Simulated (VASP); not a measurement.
AlFe, 2 atoms in the cell. It takes space group Pm-3m (No. 221, cubic). Conventional cell: a = 2.910 Å, b = 2.910 Å, c = 2.910 Å, α = 90.00°, β = 90.00°, γ = 90.00°. Within 3.3 Å of Fe (site symmetry m-3m) lie 8 Al at 2.52 Å and 6 Fe at 2.91 Å. Al (site symmetry m-3m) has 8 Fe at 2.52 Å and 6 Al at 2.91 Å within 3.3 Å. 

* Program: VASP 6.6.1
* Task: single point
* Functional: PBEsol
* Potentials or basis: VASP PAW PBE potentials, release 64 (Fe_sv, Al)
* Cutoff: 690 eV
* k mesh: 8 × 8 × 8
* Occupations: fermi-dirac, width 0.05 eV
* Spin: collinear spin, ferromagnetic start
* Starting moments: [6.0, 0.0] μB
* Fixed moment: 6 μB
* Dipole correction: no
* Further INCAR settings: ALGO = Normal; EDIFF = 1e-06; NBANDS = 20

Potentials or basis: VASP PAW PBE potentials, release 64 (Fe_sv, Al).

Command:

```bash
$ cat potpaw_PBE.64/Fe_sv/POTCAR potpaw_PBE.64/Al/POTCAR > POTCAR
$ mpirun -np 1 vasp_std > vasp.out
```

Hardware: 1 thread of Intel(R) Xeon(R) Platinum 8488C (Sapphire Rapids), on a shared host.

**Question.** How long does it take, and how much memory?

**Answer.** Run time: 36 s on 1 thread of Intel(R) Xeon(R) Platinum 8488C (Sapphire Rapids) (shared host), peak memory 0.19 GiB. Counts: scf iterations 14, k points 35.
